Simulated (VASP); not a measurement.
# AlCu5 (Pmmm) in VASP: further runs, part 2 of 2

VASP 6.6.1.

**3. Single point, PBE (volume scaled by 0.88, then relaxed in part)**

INCAR

```
PREC = Accurate
ENCUT = 520
EDIFF = 1E-6
ISMEAR = 0
SIGMA = 0.1
LREAL = False
LASPH = True
NELM = 60
ALGO = Fast
ISIF = 2
LWAVE = False
LCHARG = False
GGA = PE
NBANDS = 38
```

KPOINTS

```
Automatic mesh
0
Gamma
  14 10 6
```

POSCAR

```
AlCu5
1.0
    2.5585914966      0.0000000000      0.0000000000
    0.0000000000      3.3925988555      0.0000000000
    0.0000000000      0.0000000000      7.5420599845
Al Cu
1 5
Direct
    0.5000000000      0.5000000000      0.0000000000
    0.0000000000      0.0000000000      0.8303445980
    0.0000000000      0.0000000000      0.1696554020
    0.5000000000      0.5000000000      0.3357574549
    0.0000000000      0.0000000000      0.5000000000
    0.5000000000      0.5000000000      0.6642425451
```

Potentials or basis: VASP PAW PBE potentials, release 64 (Al, Cu).

Run with:

```bash
$ cat potpaw_PBE.64/Al/POTCAR potpaw_PBE.64/Cu/POTCAR > POTCAR
$ mpirun -np 1 vasp_std > vasp.out
```

OUTCAR:

```text
PREC = Accurate
   ENCUT = 520
   EDIFF = 1E-6
   ISMEAR = 0
   LREAL = False
   LASPH = True
   NELM = 60
   ISIF = 2
   GGA = PE

 ion  position               nearest neighbor table
   1  0.500  0.500  0.000-   2 2.48   3 2.48   2 2.48   3 2.48   2 2.48   3 2.48   2 2.48   3 2.48
                             4 2.53   6 2.53
   2  0.000  0.000  0.830-   6 2.47   6 2.47   6 2.47   6 2.47   1 2.48   1 2.48   1 2.48   1 2.48
                             5 2.49   3 2.56
   3  0.000  0.000  0.170-   4 2.47   4 2.47   4 2.47   4 2.47   1 2.48   1 2.48   1 2.48   1 2.48
                             5 2.49   2 2.56
   4  0.500  0.500  0.336-   5 2.46   5 2.46   5 2.46   5 2.46   3 2.47   3 2.47   3 2.47   3 2.47
[... 1200 lines left out ...]
  Total        9.6353614      9.6501578      9.6836801      0.0000000      0.0000000      0.0000000
  in kB      235.8061603    236.1682711    236.9886626      0.0000000      0.0000000      0.0000000
  external PRESSURE =     236.3210313 kB  Pullay stress =       0.0000000 kB

 VOLUME and BASIS-vectors are now :
 -----------------------------------------------------------------------------
  energy-cutoff  :      520.00
  volume of cell :       65.47
      direct lattice vectors                 reciprocal lattice vectors
     2.558591497  0.000000000  0.000000000     0.390840039  0.000000000  0.000000000
     0.000000000  3.392598856  0.000000000     0.000000000  0.294759281  0.000000000
     0.000000000  0.000000000  7.542059984     0.000000000  0.000000000  0.132589770

 POSITION                                       TOTAL-FORCE (eV/Angst)
 -----------------------------------------------------------------------------------
      1.27930      1.69630      0.00000         0.000000      0.000000      0.000000
      0.00000      0.00000      6.26251         0.000000      0.000000     -0.007051
      0.00000      0.00000      1.27955         0.000000      0.000000      0.007051
      1.27930      1.69630      2.53230         0.000000      0.000000      0.003588
      0.00000      0.00000      3.77103         0.000000      0.000000      0.000000
      1.27930      1.69630      5.00976         0.000000      0.000000     -0.003588
 -----------------------------------------------------------------------------------
    total drift:                               -0.000000      0.000000      0.000000

  FREE ENERGIE OF THE ION-ELECTRON SYSTEM (eV)
  ---------------------------------------------------
  free  energy   TOTEN  =       -22.3197589114 eV

  energy  without entropy=      -22.3119853978  energy(sigma->0) =      -22.31587215
```

OSZICAR:

```text
N       E                     dE             d eps       ncg     rms          rms(c)
DAV:   1     0.484478285030E+03    0.48448E+03   -0.25050E+04 14768   0.262E+03
DAV:   2     0.274689952657E+02   -0.45701E+03   -0.44189E+03 14592   0.444E+02
DAV:   3    -0.270141863374E+02   -0.54483E+02   -0.51807E+02 15658   0.199E+02
DAV:   4    -0.288666571154E+02   -0.18525E+01   -0.18419E+01 17808   0.500E+01
DAV:   5    -0.289060472788E+02   -0.39390E-01   -0.39383E-01 22194   0.661E+00    0.209E+01
RMM:   6    -0.258461761213E+02    0.30599E+01   -0.62155E+01 16391   0.106E+02    0.125E+01
RMM:   7    -0.223364766507E+02    0.35097E+01   -0.14145E+01 15564   0.535E+01    0.188E+00
RMM:   8    -0.223112865207E+02    0.25190E-01   -0.40210E-01 17208   0.656E+00    0.699E-01
RMM:   9    -0.223179873713E+02   -0.67009E-02   -0.14443E-01 17986   0.237E+00    0.290E-01
RMM:  10    -0.223191946587E+02   -0.12073E-02   -0.34161E-02 17590   0.186E+00    0.201E-01
RMM:  11    -0.223196967076E+02   -0.50205E-03   -0.15087E-02 18988   0.107E+00    0.152E-01
RMM:  12    -0.223197256394E+02   -0.28932E-04   -0.39076E-03 18425   0.489E-01    0.765E-02
RMM:  13    -0.223198515471E+02   -0.12591E-03   -0.14246E-03 19235   0.277E-01    0.855E-02
RMM:  14    -0.223197488040E+02    0.10274E-03   -0.39995E-04 16998   0.243E-01    0.175E-02
RMM:  15    -0.223197576487E+02   -0.88447E-05   -0.16937E-04 20469   0.766E-02    0.937E-03
RMM:  16    -0.223197601223E+02   -0.24735E-05   -0.19206E-05 17209   0.318E-02    0.669E-03
RMM:  17    -0.223197589731E+02    0.11491E-05   -0.48336E-06 13261   0.254E-02    0.173E-03
RMM:  18    -0.223197589114E+02    0.61685E-07   -0.11018E-06  9344   0.100E-02
   1 F= -.22319759E+02 E0= -.22315872E+02  d E =-.777351E-02
```

Wall time 4.2 min (1 thread of Intel Xeon 6975P-C (Granite Rapids), shared host); peak memory 0.44 GiB.

What came out:

- Free energy: -22.3198 eV
- Pressure: 23.6 GPa
- Largest force: 0.007 eV/Å
- Band gap on the k mesh: zero (band 29 reaches 11.68 eV, above the bottom of band 30 at 7.70 eV)

Forces on the atoms (eV/Å):
```
Al   0.000  0.000  0.000
Cu   0.000  0.000 -0.007
Cu   0.000  0.000  0.007
Cu   0.000  0.000  0.004
Cu   0.000  0.000  0.000
Cu   0.000  0.000 -0.004
```

Stress tensor (GPa, compression positive):
```
23.58  0.00  0.00
 0.00 23.62  0.00
 0.00  0.00 23.70
```

Levels at points of the mesh, in eV from the Fermi level:
```
           k point  band 27  band 28  band 29  band 30  band 31  band 32
(0.00, 0.00, 0.00)    -2.19    -1.84     0.87     1.58     2.06     4.89
(0.50, 0.00, 0.00)    -1.69    -0.67    -0.44    -0.40    -0.26     6.13
(0.00, 0.50, 0.00)    -2.22    -1.97    -1.91    -1.85    -1.83     4.12
(0.50, 0.50, 0.00)    -1.94     0.54     1.64     1.77     1.93     2.11
(0.00, 0.00, 0.50)    -1.84    -1.75    -1.09     1.86     2.74     4.88
(0.50, 0.00, 0.50)    -1.59    -0.87    -0.74     0.02     0.25     4.67
(0.00, 0.50, 0.50)    -2.17    -2.07    -1.96    -1.91    -1.83     2.45
(0.50, 0.50, 0.50)    -0.77    -0.54    -0.27     0.54     1.66     3.49
```

**4. Single point, PBE (volume scaled by 0.91, then relaxed in part)**

INCAR

```
PREC = Accurate
ENCUT = 520
EDIFF = 1E-6
ISMEAR = 0
SIGMA = 0.1
LREAL = F
LASPH = T
NELM = 100
ALGO = Fast
ISIF = 2
LWAVE = F
LCHARG = F
GGA = PE
NBANDS = 38
```

KPOINTS is that of step 3.

POSCAR

```
AlCu5
1.0
    2.5855876957      0.0000000000      0.0000000000
    0.0000000000      3.4356417801      0.0000000000
    0.0000000000      0.0000000000      7.6210536319
Al Cu
1 5
Direct
    0.5000000000      0.5000000000      0.0000000000
    0.0000000000      0.0000000000      0.8299833948
    0.0000000000      0.0000000000      0.1700166052
    0.5000000000      0.5000000000      0.3359841128
    0.0000000000      0.0000000000      0.5000000000
    0.5000000000      0.5000000000      0.6640158872
```

Run with:

```bash
$ cat potpaw_PBE.64/Al/POTCAR potpaw_PBE.64/Cu/POTCAR > POTCAR
$ mpirun -np 1 vasp_std > vasp.out
```

Run time: 4.3 min. Hardware: 1 thread of Intel Xeon 6975P-C (Granite Rapids), shared host; peak memory 0.45 GiB.

Results (log left out):

| Item | Value |
| --- | --- |
| Free energy | -22.5971 eV |
| Pressure | 16.2 GPa |
| Largest force | 0.006 eV/Å |
| Band gap on the k mesh | zero (band 29 reaches 11.21 eV, above the bottom of band 30 at 7.28 eV) |

Forces in eV/Å, atoms in the order of the input:
```
Al   0.000  0.000  0.000
Cu   0.000  0.000  0.006
Cu   0.000  0.000 -0.006
Cu   0.000  0.000 -0.003
Cu   0.000  0.000  0.000
Cu   0.000  0.000  0.003
```

Stress tensor (GPa, compression positive):
```
16.11  0.00  0.00
 0.00 16.14  0.00
 0.00  0.00 16.25
```

Levels at points of the mesh, in eV from the Fermi level:
| k point | band 26 | band 27 | band 28 | band 29 | band 30 | band 31 | band 32 | band 33 |
| --- | --- | --- | --- | --- | --- | --- | --- | --- |
| (0.00, 0.00, 0.00) | -2.31 | -2.14 | -1.80 | 0.85 | 1.57 | 2.00 | 4.75 | 4.86 |
| (0.50, 0.00, 0.00) | -1.80 | -1.66 | -0.65 | -0.43 | -0.37 | -0.25 | 6.04 | 6.71 |
| (0.00, 0.50, 0.00) | -2.23 | -2.15 | -1.93 | -1.87 | -1.80 | -1.79 | 4.02 | 4.36 |
| (0.50, 0.50, 0.00) | -2.01 | -1.89 | 0.54 | 1.48 | 1.78 | 1.93 | 2.05 | 2.71 |
| (0.00, 0.00, 0.50) | -2.18 | -1.80 | -1.71 | -1.08 | 1.80 | 2.70 | 4.75 | 6.73 |
| (0.50, 0.00, 0.50) | -1.71 | -1.56 | -0.85 | -0.73 | 0.07 | 0.30 | 4.55 | 5.40 |
| (0.00, 0.50, 0.50) | -2.11 | -2.08 | -2.01 | -1.92 | -1.87 | -1.73 | 2.32 | 2.41 |
| (0.50, 0.50, 0.50) | -0.77 | -0.70 | -0.47 | -0.26 | 0.54 | 1.50 | 3.35 | 3.82 |

**5. Overview**

| cell | k mesh | gap on the mesh (eV) | pressure (GPa) | largest force (eV/Å) |
| --- | --- | --- | --- | --- |
| a = 2.655, b = 3.576, c = 7.835 Å, 6 atoms | 6 × 6 × 2 | none | 0.3 | 0.06 |
| a = 2.559, b = 3.393, c = 7.542 Å, 6 atoms | 14 × 10 × 6 | none | 23.6 | 0.01 |
| a = 2.586, b = 3.436, c = 7.621 Å, 6 atoms | 14 × 10 × 6 | none | 16.2 | 0.01 |

Alike in all rows: task single point; level PBE; potentials or basis VASP PAW PBE potentials, release 64 (Al, Cu); no spin polarisation; cutoff (eV) 520; smearing gaussian 0.1 eV.

Caveats: some runs use coarse meshes.

Total energies depend on the potentials used, so only differences within one code and one set of settings carry meaning.
